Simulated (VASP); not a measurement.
# LiNbO3 (R-3c) in VASP: electric field gradients with r2SCAN

Aim: the electric field gradients of LiNbO3 with r2SCAN.

All numbers are computed with VASP 6.6.1; they aren't measurements. Logs are shortened: lines on timing, memory, paths and dates and some standing lists are left out, and cuts for length are marked.

### 1 The cell of the first run

The structure is trigonal, space group R-3c (No. 167). Conventional cell: a = 5.138 Å, b = 5.138 Å, c = 13.499 Å, α = 90.00°, β = 90.00°, γ = 120.00°. Li (site symmetry 32) has 3 O at 1.91 Å within 2.5 Å. Within 2.6 Å of Nb (site symmetry -3) lie 6 O at 1.98 Å. O (site symmetry 2) has 1 Li at 1.91 Å and 2 Nb at 1.98 Å within 2.5 Å.

### 2 Electric field gradients, r2SCAN

POSCAR reads:

```
LiNbO3
1.0
    2.5689010133      1.4831556916      4.4995700000
   -2.5689010133      1.4831556916      4.4995700000
    0.0000000000     -2.9663113832      4.4995700000
Li Nb O
2 2 6
Direct
    0.7500000000      0.7500000000      0.7500000000
    0.2500000000      0.2500000000      0.2500000000
    0.5000000000      0.5000000000      0.5000000000
    0.0000000000      0.0000000000      0.0000000000
    0.6215198159      0.8784801841      0.2500000000
    0.2500000000      0.6215198159      0.8784801841
    0.8784801841      0.2500000000      0.6215198159
    0.7500000000      0.3784801841      0.1215198159
    0.3784801841      0.1215198159      0.7500000000
    0.1215198159      0.7500000000      0.3784801841
```

INCAR.step1 reads:

```
SYSTEM = LiNbO3
  PREC = Accurate
  ENCUT = 520
  ISMEAR = -1
  SIGMA = 0.02
  LREAL = .False.
  LASPH = .True.
  NELM = 80
  NBANDS = 45
  GGA = PE
  ALGO = Normal
  EDIFF = 1E-4
  LWAVE = .True.
  LCHARG = .False.
```

INCAR.step2 reads:

```
SYSTEM = LiNbO3
  PREC = Accurate
  ENCUT = 520
  EDIFF = 1E-8
  ISMEAR = -1
  SIGMA = 0.02
  LREAL = .False.
  LASPH = .True.
  NELM = 80
  ALGO = Normal
  ISIF = 2
  LWAVE = .False.
  LCHARG = .False.
  METAGGA = R2SCAN
  LMIXTAU = .True.
  LEFG = .True.
  NBANDS = 45
  ISTART = 1
```

KPOINTS reads:

```
Automatic mesh
0
Gamma
  7 7 7
  0 0 0
```

Potentials or basis: VASP PAW PBE potentials, release 64 (Li_sv, Nb_sv, O).

On the command line:

```
$ cat potpaw_PBE.64/Li_sv/POTCAR potpaw_PBE.64/Nb_sv/POTCAR potpaw_PBE.64/O/POTCAR > POTCAR
$ cp INCAR.step1 INCAR
$ mpirun -np 1 vasp_std > vasp.out
$ cp INCAR.step2 INCAR
$ mpirun -np 1 vasp_std > vasp.out
```

OUTCAR:

```text
SYSTEM = LiNbO3
   PREC = Accurate
   ENCUT = 520
   EDIFF = 1E-8
   ISMEAR = -1
   LREAL = .False.
   LASPH = .True.
   NELM = 80
   ISIF = 2
   METAGGA = R2SCAN
   ISTART = 1

 ion  position               nearest neighbor table
   1  0.750  0.750  0.750-   9 1.91   8 1.91  10 1.91
   2  0.250  0.250  0.250-   5 1.91   6 1.91   7 1.91
   3  0.500  0.500  0.500-   7 1.98  10 1.98   8 1.98   6 1.98   9 1.98   5 1.98
   4  0.000  0.000  0.000-   6 1.98   8 1.98   7 1.98  10 1.98   9 1.98   5 1.98
   5  0.622  0.878  0.250-   2 1.91   3 1.98   4 1.98
   6  0.250  0.622  0.878-   2 1.91   4 1.98   3 1.98
   7  0.878  0.250  0.622-   2 1.91   3 1.98   4 1.98
   8  0.750  0.378  0.122-   1 1.91   4 1.98   3 1.98
   9  0.378  0.122  0.750-   1 1.91   3 1.98   4 1.98
  10  0.122  0.750  0.378-   1 1.91   3 1.98   4 1.98

  LATTYP: Found a trigonal (rhomboedric) cell.
 ALAT       =     5.3893537095
 COS(alpha) =     0.5455863587

  Lattice vectors:

 A1 = (   2.5689010133,   1.4831556916,   4.4995700000)
 A2 = (  -2.5689010133,   1.4831556916,   4.4995700000)
 A3 = (   0.0000000000,  -2.9663113832,   4.4995700000)

Analysis of symmetry for initial positions (statically):
=====================================================================
 Subroutine PRICEL returns:
 Original cell was already a primitive cell.

 Routine SETGRP: Setting up the symmetry group for a
 trigonal (rhombohedral) supercell.

 Subroutine GETGRP returns: Found 12 space group operations
 (whereof  6 operations were pure point group operations)
 out of a pool of 12 trial point group operations.

The static configuration has the point symmetry S_6 .
 The point group associated with its full space group is D_3d.

Analysis of symmetry for dynamics (positions and initial velocities):
=====================================================================
 Subroutine PRICEL returns:
 Original cell was already a primitive cell.

 Routine SETGRP: Setting up the symmetry group for a
 trigonal (rhombohedral) supercell.

 Subroutine GETGRP returns: Found 12 space group operations
 (whereof  6 operations were pure point group operations)
[... 1332 lines left out ...]
  -------------------------------------------------------------------------------------
  Total        2.8248865      2.8248865      3.4470976      0.0000000      0.0000000      0.0000000
  in kB       44.0002568     44.0002568     53.6917788      0.0000000      0.0000000      0.0000000
  external PRESSURE =      47.2307641 kB  Pullay stress =       0.0000000 kB

 VOLUME and BASIS-vectors are now :
 -----------------------------------------------------------------------------
  energy-cutoff  :      520.00
  volume of cell :      102.86
      direct lattice vectors                 reciprocal lattice vectors
     2.568901013  1.483155692  4.499570000     0.194635760  0.112373008  0.074081153
    -2.568901013  1.483155692  4.499570000    -0.194635760  0.112373008  0.074081153
     0.000000000 -2.966311383  4.499570000     0.000000000 -0.224746016  0.074081153

 POSITION                                       TOTAL-FORCE (eV/Angst)
 -----------------------------------------------------------------------------------
      0.00000      0.00000     10.12403        -0.000000      0.000000      0.000000
      0.00000      0.00000      3.37468        -0.000000      0.000000      0.000000
      0.00000      0.00000      6.74936        -0.000000      0.000000      0.000000
      0.00000      0.00000      0.00000        -0.000000      0.000000      0.000000
     -0.66011      1.48316      7.87425         0.109821      0.000000     -0.000000
     -0.95440     -1.31325      7.87425        -0.054911      0.095108      0.000000
      1.61450     -0.16991      7.87425        -0.054911     -0.095108      0.000000
      0.95440      1.31325      5.62446         0.054911     -0.095108      0.000000
      0.66011     -1.48316      5.62446        -0.109821      0.000000      0.000000
     -1.61450      0.16991      5.62446         0.054911      0.095108      0.000000
 -----------------------------------------------------------------------------------
    total drift:                                0.000000      0.000000      0.000000

  FREE ENERGIE OF THE ION-ELECTRON SYSTEM (eV)
  ---------------------------------------------------
  free  energy   TOTEN  =      -118.2391519093 eV

  energy  without entropy=     -118.2391519093  energy(sigma->0) =     -118.23915191

 Electric field gradients (V/A^2)
---------------------------------------------------------------------
 ion       V_xx      V_yy      V_zz      V_xy      V_xz      V_yz
---------------------------------------------------------------------
   1      -0.493    -0.493     0.986    -0.000     0.000     0.000
   2      -0.493    -0.493     0.986    -0.000    -0.000     0.000
   3      -2.284    -2.284     4.568    -0.000     0.000    -0.000
   4      -2.284    -2.284     4.568    -0.000    -0.000    -0.000
   5      -7.638     5.670     1.968    -0.000     0.000     3.573
   6       2.343    -4.311     1.968     5.763    -3.094    -1.786
   7       2.343    -4.311     1.968    -5.763     3.094    -1.786
   8       2.343    -4.311     1.968     5.763    -3.094    -1.786
   9      -7.638     5.670     1.968    -0.000    -0.000     3.573
  10       2.343    -4.311     1.968    -5.763     3.094    -1.786
---------------------------------------------------------------------

 Electric field gradients after diagonalization (V/A^2)
 (convention: |V_zz| > |V_xx| > |V_yy|)
----------------------------------------------------------------------
 ion       V_xx      V_yy      V_zz     asymmetry (V_yy - V_xx)/ V_zz
----------------------------------------------------------------------
   1      -0.493    -0.493     0.986       0.000
   2      -0.493    -0.493     0.986       0.000
   3      -2.284    -2.284     4.568       0.000
   4      -2.284    -2.284     4.568       0.000
   5      -7.638    -0.205     7.843       0.948
   6      -7.638    -0.205     7.843       0.948
   7      -7.638    -0.205     7.843       0.948
   8      -7.638    -0.205     7.843       0.948
   9      -7.638    -0.205     7.843       0.948
  10      -7.638    -0.205     7.843       0.948
----------------------------------------------------------------------

           NMR quadrupolar parameters

 Cq : quadrupolar parameter    Cq=e*Q*V_zz/h
 eta: asymmetry parameters     (V_yy - V_xx)/ V_zz
 Q  : nuclear electric quadrupole moment in mb (millibarn)
----------------------------------------------------------------------
 ion       Cq(MHz)       eta       Q (mb)
----------------------------------------------------------------------
   1       0.002       0.000       1.000
   2       0.002       0.000       1.000
   3       0.011       0.000       1.000
   4       0.011       0.000       1.000
   5       0.019       0.948       1.000
   6       0.019       0.948       1.000
   7       0.019       0.948       1.000
   8       0.019       0.948       1.000
   9       0.019       0.948       1.000
  10       0.019       0.948       1.000
----------------------------------------------------------------------
```

OUTCAR.step1:

```text
SYSTEM = LiNbO3
   PREC = Accurate
   ENCUT = 520
   ISMEAR = -1
   LREAL = .False.
   LASPH = .True.
[... 1406 lines left out ...]
      0.95440      1.31325      5.62446         0.014630     -0.025339     -0.000000
      0.66011     -1.48316      5.62446        -0.029259      0.000000     -0.000000
     -1.61450      0.16991      5.62446         0.014630      0.025339     -0.000000
 -----------------------------------------------------------------------------------
    total drift:                                0.000000      0.000000      0.000000

  FREE ENERGIE OF THE ION-ELECTRON SYSTEM (eV)
  ---------------------------------------------------
  free  energy   TOTEN  =       -79.5865524966 eV

  energy  without entropy=      -79.5865524966  energy(sigma->0) =      -79.58655250
```

Run time: 30 min. Hardware: 1 thread of Oxide Virtual Turin-like, shared host; peak memory 0.33 GiB.

What came out:

| Property | Result |
| --- | --- |
| Free energy | -118.2392 eV |
| Largest force | 0.110 eV/Å |
| Band gap on the k mesh | 3.06 eV (least direct gap 3.12 eV) |
| Largest electric field gradient by atom | Li +1.0; Nb +4.6; O +7.8 V/Å² |

Forces on the atoms (eV/Å):
```
Li   0.000  0.000  0.000
Li   0.000  0.000  0.000
Nb   0.000  0.000  0.000
Nb   0.000  0.000  0.000
O    0.110  0.000  0.000
O   -0.055  0.095  0.000
O   -0.055 -0.095  0.000
O    0.055 -0.095  0.000
O   -0.110  0.000  0.000
O    0.055  0.095  0.000
```

Levels at points of the mesh, in eV from the valence-band top:
```tsv
k point	band 31	band 32	band 33	band 34	band 35	band 36	band 37	band 38
(0.00, 0.00, 0.00)	-0.38	-0.21	-0.21	0.00	3.12	3.12	3.23	5.16
```

Electric field gradients, principal values (V/Å²):
| atom | least | middle | greatest (by size) |
| --- | --- | --- | --- |
| 1 Li | -0.493 | -0.493 | 0.986 |
| 2 Li | -0.493 | -0.493 | 0.986 |
| 3 Nb | -2.284 | -2.284 | 4.568 |
| 4 Nb | -2.284 | -2.284 | 4.568 |
| 5 O | -0.205 | -7.638 | 7.843 |
| 6 O | -0.205 | -7.638 | 7.843 |
| 7 O | -0.205 | -7.638 | 7.843 |
| 8 O | -0.205 | -7.638 | 7.843 |
| 9 O | -0.205 | -7.638 | 7.843 |
| 10 O | -0.205 | -7.638 | 7.843 |

Caveat: the cutoff is under 1.25 times the usual one of these potentials, so pressure, stress and relaxed cells hold a basis-set (Pulay) error; without QUAD_EFG the Cq values of the log hold for a quadrupole moment of 1 mb, not for the nuclei; the PAW data sets were made with another functional, which shifts forces and pressure a little. A k mesh can miss the band edges.
